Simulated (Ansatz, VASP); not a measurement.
## Al in VASP and in Ansatz

```
CELL_PARAMETERS angstrom
2.99417 0.00000 0.00000
-1.49709 2.59303 0.00000
0.00000 0.00000 8.36492
ATOMIC_POSITIONS crystal
Al 0.00000 0.00000 0.00000
Al 0.33333 0.66667 0.25000
Al 0.00000 0.00000 0.50000
Al 0.66667 0.33333 0.75000
```

Alike in both runs: task single point; functional PBEsol; k mesh 24 × 24 × 6; occupations gaussian, width 0.15 eV; no spin polarisation.

```csv
,VASP,Ansatz
version,VASP 6.6.1,Ansatz 0.2.0
potentials or method,"VASP PAW PBE potentials, release 64 (Al), cutoff 520 eV","scalar-relativistic, plane waves, PAW"
valence electrons in the cell,12,12
```

```tsv
	VASP	Ansatz	Ansatz less VASP
gap on the k mesh at the Fermi level (eV)	none	none	-
pressure (GPa)	2.5	2.5	-0.08
traceless stress, the component that is largest in VASP (GPa)	7.26	7.20	-0.054
```

VASP's potentials were made for PBE, not for PBEsol. A gap of «none» marks a metal or a gap that the smearing closes. The functional is the same, so the differences come from potentials, cutoffs and numerics.
